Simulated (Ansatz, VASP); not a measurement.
One calculation of Tl3Cu, two programs

File INCAR:

```
  PREC = Accurate
  ENCUT = 600
  EDIFF = 1E-6
  ISMEAR = -1
  SIGMA = 0.05
  LREAL = False
  LASPH = True
  NELM = 100
  ALGO = Normal
  ISIF = 3
  LWAVE = False
  LCHARG = False
  GGA = PE
  IVDW = 12
  IBRION = 2
  NSW = 60
  EDIFFG = -0.01
```

File KPOINTS:

```
Automatic mesh
0
Gamma
  6 6 6
```

POSCAR

```
Tl3Cu
1.0
    4.7169980000      0.0000000000      0.0000000000
    0.0000000000      4.7169980000      0.0000000000
    0.0000000000      0.0000000000      4.7169980000
Tl Cu
3 1
Direct
    0.5000000000      0.5000000000      0.0000000000
    0.5000000000      0.0000000000      0.5000000000
    0.0000000000      0.5000000000      0.5000000000
    0.0000000000      0.0000000000      0.0000000000
```

File input.yaml:

```yaml
crystal:
  lattice:
    - [4.716998, 0.0, 0.0]
    - [0.0, 4.716998, 0.0]
    - [0.0, 0.0, 4.716998]
  atoms:
    - { symbol: Tl, position: [0.5, 0.5, 0.0] }
    - { symbol: Tl, position: [0.5, 0.0, 0.5] }
    - { symbol: Tl, position: [0.0, 0.5, 0.5] }
    - { symbol: Cu, position: [0.0, 0.0, 0.0] }
hamiltonian:
  xc: pbe
  pseudopotentials: { kind: paw }
  dispersion: d3bj
kpoints:
  mp_grid: { grid: [6, 6, 6] }
scf:
  occupations: { method: fermi_dirac, width: 0.05 }
output:
  forces: true
  stress: true
  eigenvalues: true
relax:
  f_tol: 0.01
  max_steps: 40
  cell: { stress_tol: 0.05 }
```

Alike in both runs: task relaxation of cell and atoms; functional PBE; dispersion D3(BJ); k mesh 6 × 6 × 6; occupations fermi-dirac, width 0.05 eV; no spin polarisation.

```csv
,VASP,Ansatz
version,VASP 6.6.1,Ansatz 0.2.0
potentials or method,"VASP PAW PBE potentials, release 64 (Tl_d, Cu)",Ansatz PAW
plane-wave cutoff (eV),600,420
valence electrons in the cell,50,58
```

VASP gave:

* gap on the k mesh at the Fermi level, each at its own relaxed structure (eV): none
* relaxed volume (Å³/atom): 24.64
* relaxed length of the cell vector where the two differ most in proportion (Å): 4.619

Problem. What did Ansatz give for the same quantities?

Solution. gap on the k mesh at the Fermi level, each at its own relaxed structure (eV): none; relaxed volume (Å³/atom): 24.60; relaxed length of the cell vector where the two differ most in proportion (Å): 4.617.

A gap of «none» marks a metal or a gap that the smearing closes. VASP's potentials hold 50 valence electrons a cell and Ansatz's 58, so a difference there can come from the potentials and not from the codes.

Neither program's run includes spin-orbit coupling. Noted on Ansatz's run: the plane-wave basis is chosen anew once the cell has moved, so the energies of steps on either side of that aren't comparable.
